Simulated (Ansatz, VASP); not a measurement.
# Ga: VASP beside Ansatz

The input INCAR:

```
SYSTEM = Ga
PREC     = Accurate       ! precision mode
ENCUT    = 520            ! plane-wave cutoff, eV
EDIFF    = 1E-6           ! SCF threshold, eV
ISMEAR   = -1             ! smearing method
SIGMA    = 0.05           ! smearing width, eV
LREAL    = .FALSE.        ! projectors in reciprocal space
LASPH    = .TRUE.         ! aspherical terms in the spheres
NELM     = 60             ! most SCF steps
ALGO     = Normal         ! electronic algorithm
ISIF     = 2              ! what is computed and relaxed
LWAVE    = .FALSE.        ! write WAVECAR
LCHARG   = .FALSE.        ! write CHGCAR
GGA      = PE             ! functional
NBANDS   = 20             ! bands
```

The input KPOINTS:

```
regular mesh
0
G
  18 18 10
  0 0 0
```

File POSCAR:

```
Ga
1.0
    2.9806155767      0.0000000000      0.0000000000
   -1.4903077884      2.5812888084      0.0000000000
    0.0000000000      0.0000000000      4.8169416775
Ga
2
Direct
    0.3333333333      0.6666666667      0.2500000000
    0.6666666667      0.3333333333      0.7500000000
```

Input for Ansatz:

```yaml
crystal:
  lattice:
    - [2.9806155767, 0.0, 0.0]
    - [-1.4903077884, 2.5812888084, 0.0]
    - [0.0, 0.0, 4.8169416775]
  atoms:
    - { symbol: Ga, position: [0.3333333333, 0.6666666667, 0.25] }
    - { symbol: Ga, position: [0.6666666667, 0.3333333333, 0.75] }
kpoints:
  mp_grid: { grid: [18, 18, 10] }
scf:
  occupations: { method: fermi_dirac, width: 0.05 }
hamiltonian:
  xc: pbe
  pseudopotentials: { kind: all_electron, lapw: { basis_error: 0.0005 } }
output:
  forces: true
  stress: true
  eigenvalues: true
```

Change from the starting cell: volume scaled by 0.97.

Alike in both runs: task single point; functional PBE; k mesh 18 × 18 × 10; occupations fermi-dirac, width 0.05 eV; no spin polarisation.

```csv
,VASP,Ansatz
version,VASP 6.6.1,Ansatz 0.2.0
potentials or method,"VASP PAW PBE potentials, release 64 (Ga_d), cutoff 520 eV","all-electron LAPW, scalar-relativistic"
```

|  | VASP | Ansatz | Ansatz less VASP |
| --- | --- | --- | --- |
| pressure (GPa) | 1.6 | 1.5 | -0.07 |

Ansatz ran all-electron here, and VASP with PAW potentials.
